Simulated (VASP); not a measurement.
Runs of VASP 6.6.1 on MgO2. The structure is that of space group R-3m (No. 166), or close to it. The cells are those of the table. 

```csv
cell,gap on the mesh (eV),pressure (GPa),largest force (eV/Å)
"a = 3.894 Å, angles 47.0°, 3 atoms",2.39,4.8,0.09
"a = 3.903 Å, angles 47.4°, 3 atoms",2.42,2.2,0.06
"a = 3.926 Å, angles 48.5°, 3 atoms",2.49,-3.7,0.43
"a = 3.907 Å, angles 47.6°, 3 atoms",2.44,1.0,0.14
"a = 3.899 Å, angles 47.2°, 3 atoms",(b),(a),0.01
```

Alike in all rows: task single point; level PBEsol; potentials or basis VASP PAW PBE potentials, release 64 (Mg, O); no spin polarisation; k mesh 12 × 12 × 12; cutoff (eV) 520; smearing gaussian 0.05 eV.

Problem. Estimate the missing entries.

Solution. (a) 3.5; (b) 2.41.

Caveats: the PAW data sets were made with another functional, which shifts forces and pressure a little.

A k mesh can miss the band edges.
